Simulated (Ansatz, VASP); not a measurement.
**Sn: VASP beside Ansatz**

```xyz
2
Lattice="0.0000 3.2017 3.2017 3.2017 0.0000 3.2017 3.2017 3.2017 0.0000" Properties=species:S:1:pos:R:3 pbc="T T T"
Sn    3.2017    3.2017    3.2017
Sn    4.8026    4.8026    4.8026
```

Change from the starting cell: volume scaled by 0.96.

Alike in both runs: task single point; functional PBE; k mesh 9 × 9 × 9; occupations fermi-dirac, width 0.03 eV; no spin polarisation.

|  | VASP | Ansatz |
| --- | --- | --- |
| version | VASP 6.6.1 | Ansatz 0.2.0 |
| potentials or method | VASP PAW PBE potentials, release 64 (Sn_d), cutoff 520 eV | all-electron LAPW, scalar-relativistic |

VASP gave:

- pressure (GPa): 5.4

Task: What did Ansatz give for the same quantities?

Result: Pressure (GPa): 5.5.

Ansatz ran all-electron here, and VASP with PAW potentials.
